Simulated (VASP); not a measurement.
# Si (I4/mmm) in VASP: settings compared, part 2 of 2

VASP 6.6.1.

## 3. Single point, PBE0

POSCAR

```
Si
1.0
   -1.6269149300      1.6269149300      1.3203298500
    1.6269149300     -1.6269149300      1.3203298500
    1.6269149300      1.6269149300     -1.3203298500
Si
1
Direct
    0.0000000000      0.0000000000      0.0000000000
```

INCAR.step1

```
SYSTEM = Si
PREC = Accurate
ENCUT = 520
EDIFF = 1E-5
ISMEAR = -1
SIGMA = 0.05
LREAL = .False.
LASPH = .True.
NELM = 60
ALGO = Normal
ISIF = 2
LWAVE = .True.
GGA = PE
NBANDS = 8
```

INCAR.step2

```
SYSTEM = Si
PREC = Accurate
ENCUT = 520
EDIFF = 1E-6
ISMEAR = -1
SIGMA = 0.05
LREAL = .False.
LASPH = .True.
NELM = 60
ALGO = Normal
ISIF = 2
LWAVE = .False.
LCHARG = .True.
GGA = PE
LHFCALC = .True.
AEXX = 0.25
PRECFOCK = Normal
LELF = .True.
LVHAR = .True.
ISTART = 1
NBANDS = 8
```

KPOINTS

```
Automatic mesh
0
Gamma
  8 8 8
  0 0 0
```

Potentials or basis: VASP PAW PBE potentials, release 64 (Si).

Run with:

```console
> cat potpaw_PBE.64/Si/POTCAR > POTCAR
> cp INCAR.step1 INCAR
> mpirun -np 1 vasp_std > vasp.out
> cp INCAR.step2 INCAR
> mpirun -np 1 vasp_std > vasp.out
```

Run time: 27 min. Hardware: 1 thread of Intel Xeon 8259CL, shared host; peak memory 0.11 GiB.

It converged, with:

| Quantity | Value |
| --- | --- |
| Free energy | -6.1937 eV |
| Pressure | 0.9 GPa |
| Band gap on the k mesh | zero (bands 2 and 3 overlap by 14.40 eV) |

Stress tensor (GPa, compression positive):
```
 4.01  0.00  0.00
 0.00  4.01  0.00
 0.00  0.00 -5.23
```

Levels at points of the mesh, in eV from the Fermi level:
| k point | band 1 | band 2 | band 3 | band 4 | band 5 | band 6 |
| --- | --- | --- | --- | --- | --- | --- |
| (0.00, 0.00, 0.00) | -17.36 | 10.64 | 11.35 | 11.35 | 14.23 | 15.41 |
| (0.50, 0.00, 0.00) | -8.08 | -7.63 | 5.58 | 7.08 | 7.49 | 10.32 |
| (0.50, 0.50, 0.00) | -10.44 | -9.19 | 10.23 | 12.65 | 13.03 | 13.05 |
| (0.50, 0.50, 0.50) | -3.51 | -3.51 | -2.14 | 1.44 | 4.88 | 7.40 |

Caveat: the k points lie up to 0.38 Å⁻¹ apart, too coarse for converged energies and pressures of a metal; the PAW data sets were made with another functional, which shifts forces and pressure a little.

## 4. Single point, PBE0

This run uses another cell than the first one, of 14.26 Å³/atom.

POSCAR

```
Si
1.0
   -1.6376895151      1.6376895151      1.3290740111
    1.6376895151     -1.6376895151      1.3290740111
    1.6376895151      1.6376895151     -1.3290740111
Si
1
Direct
    0.0000000000      0.0000000000      0.0000000000
```

INCAR.step1

```
SYSTEM = Si
PREC = Accurate ; ENCUT = 520
EDIFF = 1E-5 ; ISMEAR = -1
SIGMA = 0.05 ; LREAL = .False.
LASPH = .True. ; NELM = 60
ALGO = Normal ; ISIF = 2
LWAVE = .True. ; NBANDS = 8
GGA = PE
```

INCAR.step2

```
SYSTEM = Si
PREC = Accurate ; ENCUT = 520
EDIFF = 1E-7 ; ISMEAR = -1
SIGMA = 0.05 ; LREAL = .False.
LASPH = .True. ; NELM = 60
ALGO = Normal ; ISIF = 2
LWAVE = .False. ; LCHARG = .True.
GGA = PE ; LHFCALC = .True.
AEXX = 0.25 ; PRECFOCK = Normal
LELF = .True. ; LVHAR = .True.
NBANDS = 8 ; ISTART = 1
```

KPOINTS

```
regular mesh
0
Gamma
  8 8 8
  0 0 0
```

Run with:

```console
> cat potpaw_PBE.64/Si/POTCAR > POTCAR
> cp INCAR.step1 INCAR
> mpirun -np 1 vasp_std > vasp.out
> cp INCAR.step2 INCAR
> mpirun -np 1 vasp_std > vasp.out
```

Run time: 33 min. Hardware: 1 thread of Intel Xeon 8259CL, shared host; peak memory 0.11 GiB.

Results (log left out):

```yaml
Free_energy: -6.1936 eV
Pressure: -1.0 GPa
Band_gap_on_the_k_mesh: zero (bands 2 and 3 overlap by 14.34 eV)
```

Stress tensor (GPa, compression positive):
```
 2.19  0.00  0.00
 0.00  2.19  0.00
 0.00  0.00 -7.52
```

Levels at points of the mesh, in eV from the Fermi level:
```csv
k point,band 1,band 2,band 3,band 4,band 5,band 6,band 7
"(0.00, 0.00, 0.00)",-17.15,10.60,11.15,11.15,14.13,15.09,16.53
"(0.50, 0.00, 0.00)",-7.94,-7.58,5.48,7.10,7.39,10.18,20.08
"(0.50, 0.50, 0.00)",-10.35,-9.02,10.04,12.59,12.82,12.92,18.57
"(0.50, 0.50, 0.50)",-3.45,-3.45,-2.22,1.54,4.82,7.31,26.86
```

Caveat: the k points lie up to 0.38 Å⁻¹ apart, too coarse for converged energies and pressures of a metal; the PAW data sets were made with another functional, which shifts forces and pressure a little.

## 5. Single point, HSE06

This run uses another cell than the first one, of 14.82 Å³/atom.

POSCAR

```
Si
1.0
   -1.6588233236      1.6588233236      1.3462252449
    1.6588233236     -1.6588233236      1.3462252449
    1.6588233236      1.6588233236     -1.3462252449
Si
1
Direct
    0.0000000000      0.0000000000      0.0000000000
```

INCAR.step1

```
PREC     = Accurate       # precision mode
ENCUT    = 520            # plane-wave cutoff, eV
EDIFF    = 1E-5           # SCF threshold, eV
ISMEAR   = -1             # smearing method
SIGMA    = 0.05           # smearing width, eV
LREAL    = False          # projectors in reciprocal space
LASPH    = True           # aspherical terms in the spheres
NELM     = 80             # most SCF steps
ALGO     = Normal         # electronic algorithm
ISIF     = 2              # what is computed and relaxed
LWAVE    = True           # write WAVECAR
LCHARG   = False          # write CHGCAR
GGA      = PE             # functional
NBANDS   = 8              # bands
```

INCAR.step2

```
PREC     = Accurate       # precision mode
ENCUT    = 520            # plane-wave cutoff, eV
EDIFF    = 1E-7           # SCF threshold, eV
ISMEAR   = -1             # smearing method
SIGMA    = 0.05           # smearing width, eV
LREAL    = False          # projectors in reciprocal space
LASPH    = True           # aspherical terms in the spheres
NELM     = 80             # most SCF steps
ALGO     = Normal         # electronic algorithm
ISIF     = 2              # what is computed and relaxed
LWAVE    = False          # write WAVECAR
LCHARG   = False          # write CHGCAR
GGA      = PE             # functional
LHFCALC  = True           # exact exchange
HFSCREEN = 0.2079         # screening, 1/A
PRECFOCK = Normal       
ISTART   = 1            
NBANDS   = 8              # bands
```

KPOINTS

```
regular mesh
0
Gamma
  8 8 8
```

Potentials or basis: VASP PAW PBE potentials, release 64 (Si).

Run with:

```console
> cat potpaw_PBE.64/Si/POTCAR > POTCAR
> cp INCAR.step1 INCAR
> mpirun -np 1 vasp_std > vasp.out
> cp INCAR.step2 INCAR
> mpirun -np 1 vasp_std > vasp.out
```

OUTCAR:

```text
PREC = Accurate
   ENCUT = 520
   EDIFF = 1E-7
   ISMEAR = -1
   LREAL = False
   LASPH = True
   NELM = 80
   ISIF = 2
   GGA = PE
   LHFCALC = True
   HFSCREEN = 0.2079
   PRECFOCK = Normal
   ISTART = 1

 ion  position               nearest neighbor table
   1  0.000  0.000  0.000-

  LATTYP: Found a body centered tetragonal cell.
 ALAT       =     3.3176466472
 C/A-ratio  =     0.8115543263

  Lattice vectors:

 A1 = (  -1.6588233236,   1.6588233236,   1.3462252449)
 A2 = (   1.6588233236,  -1.6588233236,   1.3462252449)
 A3 = (   1.6588233236,   1.6588233236,  -1.3462252449)

Analysis of symmetry for initial positions (statically):
=====================================================================
 Subroutine PRICEL returns:
 Original cell was already a primitive cell.

 Routine SETGRP: Setting up the symmetry group for a
 body centered tetragonal supercell.

[... 163 lines left out ...]
 Free energy of the ion-electron system (eV)
  ---------------------------------------------------
  ext. energy  EPLUGINS =         0.00000000
  ---------------------------------------------------
  free energy    TOTEN  =        -5.68836620 eV

  energy without entropy =       -5.68718143  energy(sigma->0) =       -5.68777382

 E-fermi :  10.0366     XC(G=0):  -9.1227

 val. band max:        9.9796720306   @ k =  -0.2500   0.2500   0.0000
 cond. band min:      10.1355296343   @ k =   0.3750   0.3750   0.0000
 fundamental gap:      0.1558576036
 Fermi energy:        10.0365536747

 k-point     1 :       0.0000    0.0000    0.0000
  band No.  band energies     occupation
      1      -6.2562      2.00000
      2      20.1626      0.00000
      3      20.4017      0.00000
      4      20.4017      0.00000
      5      23.5972      0.00000
      6      24.1154      0.00000
      7      25.9158      0.00000
      8      25.9158      0.00000
[... 243 lines left out ...]
 k-point    24 :       0.3750    0.1250    0.1250
  band No.  band energies     occupation
      1       3.6804      2.00000
      2       3.8871      2.00000
      3      10.9929      0.00000
      4      11.0282      0.00000
      5      23.6210      0.00000
      6      24.4272      0.00000
      7      29.8636      0.00000
      8      32.8884      0.00000

 [... further k-points ...]
[... 5 lines left out ...]
  --------------------------------------------------------------------------------------
  -------------------------------------------------------------------------------------
  Total       -0.0671186     -0.0671186     -0.9039071      0.0000000     -0.0000000      0.0000000
  in kB       -7.2573055     -7.2573055    -97.7364109      0.0000000     -0.0000000      0.0000000
  external PRESSURE =     -37.4170073 kB  Pullay stress =       0.0000000 kB

 VOLUME and BASIS-vectors are now :
 -----------------------------------------------------------------------------
  energy-cutoff  :      520.00
  volume of cell :       14.82
      direct lattice vectors                 reciprocal lattice vectors
    -1.658823324  1.658823324  1.346225245     0.000000000  0.301418477  0.371408872
     1.658823324 -1.658823324  1.346225245     0.301418477  0.000000000  0.371408872
     1.658823324  1.658823324 -1.346225245     0.301418477  0.301418477  0.000000000

 POSITION                                       TOTAL-FORCE (eV/Angst)
 -----------------------------------------------------------------------------------
      0.00000      0.00000      0.00000         0.000000     -0.000000      0.000000
 -----------------------------------------------------------------------------------
    total drift:                                0.000002      0.000003     -0.000006

  FREE ENERGIE OF THE ION-ELECTRON SYSTEM (eV)
  ---------------------------------------------------
  free  energy   TOTEN  =        -5.6883662040 eV

  energy  without entropy=       -5.6871814308  energy(sigma->0) =       -5.68777382
```

It took 12 min on 1 thread of AMD EPYC 7R43 (Zen 3), shared host; peak memory 0.19 GiB.

Results:

```
Free energy            : -5.6884 eV
Pressure               : -3.7 GPa
Band gap on the k mesh : zero (bands 2 and 3 overlap by 13.31 eV)
```

Stress tensor (GPa, compression positive):
```
-0.73  0.00  0.00
 0.00 -0.73  0.00
 0.00  0.00 -9.77
```

Caveat: the k points lie up to 0.38 Å⁻¹ apart, too coarse for converged energies and pressures of a metal; the PAW data sets were made with another functional, which shifts forces and pressure a little.

## 6. Summary

```csv
level,cell,screening parameter,gap on the mesh (eV),pressure (GPa)
PBE0,"a = 2.653 Å, angles 104.3, 104.3, 120.3°, 1 atom",-,none,0.9
PBE0,"a = 2.670 Å, angles 104.3, 104.3, 120.3°, 1 atom",-,none,-1.0
HSE06,"a = 2.705 Å, angles 104.3, 104.3, 120.3°, 1 atom",0.2079 1/Å,none,-3.7
```

Alike in all rows: task single point; potentials or basis VASP PAW PBE potentials, release 64 (Si); no spin polarisation; k mesh 8 × 8 × 8; cutoff (eV) 520; smearing fermi-dirac 0.05 eV.

Caveats: all runs use coarse meshes; the PAW data sets were made with another functional, which shifts forces and pressure a little.

Absolute energies hang on the potentials; compare differences alone.

The gap in the log of VASP goes by the Fermi energy; the results here count the filled bands.